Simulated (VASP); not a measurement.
Runs of VASP 6.6.1 on W. The structure is that of space group P6/mmm (No. 191), or close to it. The cells are those of the table. 

| task | cell | cutoff (eV) | gap on the mesh (eV) | pressure (GPa) |
| --- | --- | --- | --- | --- |
| single point | a = 2.673, b = 2.673, c = 2.474 Å, angles 90.0, 90.0, 120.0°, 1 atom | 520 | none | 32.5 |
| single point | a = 2.673, b = 2.673, c = 2.473 Å, angles 90.0, 90.0, 120.0°, 1 atom | 520 | none | (a) |
| relaxation of cell and atoms | relaxed to 31 GPa from a = 2.673, b = 2.673, c = 2.474 Å, angles 90.0, 90.0, 120.0°, 1 atom | 600 | none | 31.0 |
| relaxation of cell and atoms | relaxed to 31 GPa from a = 2.650, b = 2.650, c = 2.491 Å, angles 90.0, 90.0, 120.0°, 1 atom | 600 | none | 31.0 |

Alike in all rows: level PBEsol; potentials or basis VASP PAW PBE potentials, release 64 (W_sv); no spin polarisation; k mesh 17 × 17 × 15; smearing fermi-dirac 0.1 eV.

Estimate the missing entries.

(a) 32.6.

Caveats: the PAW data sets were made with another functional, which shifts forces and pressure a little; spin-orbit coupling is left out, which moves the levels of the heavy elements; the cell is relaxed towards a set pressure, so the enthalpy falls and the energy may rise (some runs).

A k mesh can miss the band edges, and the runs leave out spin-orbit coupling on W.

A gap of «none» marks levels without a gap at the run's occupations.
